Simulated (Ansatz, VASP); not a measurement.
**AlN in VASP and in Ansatz**

File POSCAR:

```
AlN
1.0
    0.0000000000      1.7901195102      1.7901195102
    1.7901195102      0.0000000000      1.7901195102
    1.7901195102      1.7901195102      0.0000000000
Al N
1 1
Direct
    0.0000000000      0.0000000000      0.0000000000
    0.2500000000      0.2500000000      0.2500000000
```

File INCAR.step1:

```
  PREC = Accurate
  ENCUT = 520
  ISMEAR = -1
  SIGMA = 0.08
  LREAL = False
  LASPH = True
  NELM = 80
  NBANDS = 11
  GGA = PE
  ALGO = Normal
  EDIFF = 1E-4
  LWAVE = True
  LCHARG = False
```

File INCAR.step2:

```
  PREC = Accurate
  ENCUT = 520
  EDIFF = 1E-6
  ISMEAR = -1
  SIGMA = 0.08
  LREAL = False
  LASPH = True
  NELM = 80
  ALGO = Normal
  ISIF = 2
  LWAVE = False
  LCHARG = False
  METAGGA = R2SCAN
  LMIXTAU = True
  NBANDS = 11
  ISTART = 1
```

Contents of KPOINTS:

```
regular mesh
0
Gamma
  15 15 15
```

Input for Ansatz:

```yaml
crystal:
  lattice:
    - [0.0, 1.7901195102, 1.7901195102]
    - [1.7901195102, 0.0, 1.7901195102]
    - [1.7901195102, 1.7901195102, 0.0]
  atoms:
    - { symbol: Al, position: [0.0, 0.0, 0.0] }
    - { symbol: "N", position: [0.25, 0.25, 0.25] }
kpoints:
  mp_grid: { grid: [15, 15, 15] }
  band_path:
    path:
      - [0.0, 0.0, 0.0]
      - [-0.5, -0.5, 0.0]
      - [-0.375, -0.375, 0.25]
      - [-0.375, 0.0, 0.375]
      - [0.0, 0.0, 0.0]
      - [0.0, 0.0, 0.5]
      - [-0.5, -0.25, 0.25]
      - [-0.5, -0.5, 0.0]
    npoints: 8
scf:
  occupations: { method: fermi_dirac, width: 0.08 }
hamiltonian:
  xc: r2scan
  pseudopotentials: { kind: paw }
output:
  forces: true
  stress: true
  eigenvalues: true
  populations: true
  dos: { projected: true, de: 0.2, e_range: [-14, 8] }
  write_density: true
  write_potential: true
  elf: true
  volumetric_format: npy
```

Change from the starting cell: volume scaled by 0.55, PAW files.

Alike in both runs: task single point; functional r2SCAN; k mesh 15 × 15 × 15; occupations fermi-dirac, width 0.08 eV; no spin polarisation.

```csv
,VASP,Ansatz
version,VASP 6.6.1,Ansatz 0.2.0
potentials or method,"VASP PAW PBE potentials, release 64 (Al, N)","PAW with Ansatz's default frozen-core files, scalar-relativistic"
plane-wave cutoff (eV),520,500
valence electrons in the cell,8,8
```

|  | VASP | Ansatz | Ansatz less VASP |
| --- | --- | --- | --- |
| gap on the k mesh at the Fermi level (eV) | 4.09 | 4.14 | +0.055 |
| pressure (GPa) | 389.9 | 380.2 | -9.67 |

VASP's potentials were made for PBE, not for r2SCAN. Both programs put the cell under a high pressure, so it lies far from rest at this level.

Noted on VASP's run: the cell as given lies far from equilibrium.
